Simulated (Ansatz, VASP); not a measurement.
Given: the input of a run of VASP 6.6.1 on TiSi2.

Contents of POSCAR:

```
TiSi2
1.0
    1.7767948029     -6.8040462934      0.0000000000
    1.7767948029      6.8040462934      0.0000000000
    0.0000000000      0.0000000000      3.5887850817
Ti Si
2 4
Direct
    0.1031180800      0.8968819200      0.2500000000
    0.8968819200      0.1031180800      0.7500000000
    0.7503148200      0.2496851800      0.2500000000
    0.2496851800      0.7503148200      0.7500000000
    0.4417485500      0.5582514500      0.2500000000
    0.5582514500      0.4417485500      0.7500000000
```

The input INCAR.step1:

```
SYSTEM = TiSi2
  PREC = Accurate
  ENCUT = 520
  ISMEAR = -1
  SIGMA = 0.05
  LREAL = .False.
  LASPH = .True.
  NELM = 100
  NBANDS = 29
  GGA = PE
  ALGO = Normal
  EDIFF = 1E-4
  LWAVE = .True.
  LCHARG = .False.
```

File INCAR.step2:

```
SYSTEM = TiSi2
  PREC = Accurate
  ENCUT = 520
  EDIFF = 1E-6
  ISMEAR = -1
  SIGMA = 0.05
  LREAL = .False.
  LASPH = .True.
  NELM = 100
  ALGO = Normal
  ISIF = 2
  LWAVE = .False.
  LCHARG = .False.
  METAGGA = R2SCAN
  LMIXTAU = .True.
  NBANDS = 29
  ISTART = 1
```

File KPOINTS:

```
Automatic mesh
0
Gamma
  8 8 8
  0 0 0
```

Potentials or basis: VASP PAW PBE potentials, release 64 (Ti_sv, Si).

The run is started by

```bash
$ cat potpaw_PBE.64/Ti_sv/POTCAR potpaw_PBE.64/Si/POTCAR > POTCAR
$ cp INCAR.step1 INCAR
$ mpirun -np 1 vasp_std > vasp.out
$ cp INCAR.step2 INCAR
$ mpirun -np 1 vasp_std > vasp.out
```

Problem. Set up the same calculation for Ansatz 0.2.0. Potentials there: Ansatz PAW.

Solution. As run (the cutoff follows the program's own potentials):

The input input.yaml:

```yaml
crystal:
  lattice:
    - [1.7767948029, -6.8040462934, 0.0]
    - [1.7767948029, 6.8040462934, 0.0]
    - [0.0, 0.0, 3.5887850817]
  atoms:
    - { symbol: Ti, position: [0.10311808, 0.89688192, 0.25] }
    - { symbol: Ti, position: [0.89688192, 0.10311808, 0.75] }
    - { symbol: Si, position: [0.75031482, 0.24968518, 0.25] }
    - { symbol: Si, position: [0.24968518, 0.75031482, 0.75] }
    - { symbol: Si, position: [0.44174855, 0.55825145, 0.25] }
    - { symbol: Si, position: [0.55825145, 0.44174855, 0.75] }
hamiltonian:
  xc: r2scan
  pseudopotentials: { kind: paw }
kpoints:
  mp_grid: { grid: [8, 8, 8] }
scf:
  occupations: { method: fermi_dirac, width: 0.05 }
output:
  forces: true
  stress: true
  eigenvalues: true
```

Potentials or basis: Ansatz PAW.

Run with:

```sh
$ ansatz run input.yaml --threads 1 --pin off --max-ram 3584MiB --backend cpu --events-out ev --progress --plain --runs-dir out
```

Both were run:

|  | VASP | Ansatz | Ansatz less VASP |
| --- | --- | --- | --- |
| gap on the k mesh at the Fermi level (eV) | none | none | - |
| pressure (GPa) | -2.6 | -2.9 | -0.26 |
| traceless stress, the component that is largest in VASP (GPa) | 0.47 | 0.37 | -0.095 |
| rms of the force components (eV/Å) | 0.033 | 0.030 | -0.0032 |

VASP's potentials were made for PBE, not for r2SCAN. Atom by atom the forces differ by 0.005 eV/Å (rms over components). A gap of «none» marks a metal or a gap that the smearing closes.
